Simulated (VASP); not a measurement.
Ge:

```
Ge
1.0
     0.00000    2.82891    2.82891
     2.82891    0.00000    2.82891
     2.82891    2.82891    0.00000
Ge
2
Direct
  0.75000 0.75000 0.75000
  0.50000 0.50000 0.50000
```

* Program: VASP 6.6.1
* Task: relaxation of cell and atoms
* Functional: PBE
* Potentials or basis: VASP PAW PBE potentials, release 64 (Ge_d)
* Cutoff: 600 eV
* k mesh: 8 × 8 × 8
* Occupations: fermi-dirac, width 0.05 eV
* Spin: no spin polarisation

At the start: pressure 3.6 GPa; volume 22.64 Å³/atom.

**Question.** How do energy, volume and symmetry change on relaxing?

**Answer.** Over 5 steps the energy falls by 13.6 meV/atom and the volume is 23.85 Å³/atom (+5.4 %); space group Fd-3m (No. 227, to 0.1 Å) before and after.

The path:
```tsv
step	energy change (eV)	largest force (eV/Å)	pressure (GPa)	volume (Å³)
1	0.0000	0.0000	3.56	45.28
2	-0.0246	0.0000	-1.11	48.66
3	-0.0273	0.0000	-0.26	47.80
4	-0.0271	0.0000	0.23	47.62
5	-0.0272	0.0000	0.02	47.71
```

Final structure:
```
Ge
1.0
     0.00000    2.87861    2.87861
     2.87861    0.00000    2.87861
     2.87861    2.87861    0.00000
Ge
2
Direct
  0.75000 0.75000 0.75000
  0.50000 0.50000 0.50000
```

The cell as given is a measured one (22.64 Å³/atom); PBE puts the equilibrium volume +5.4 % from it, thermal expansion not counted.
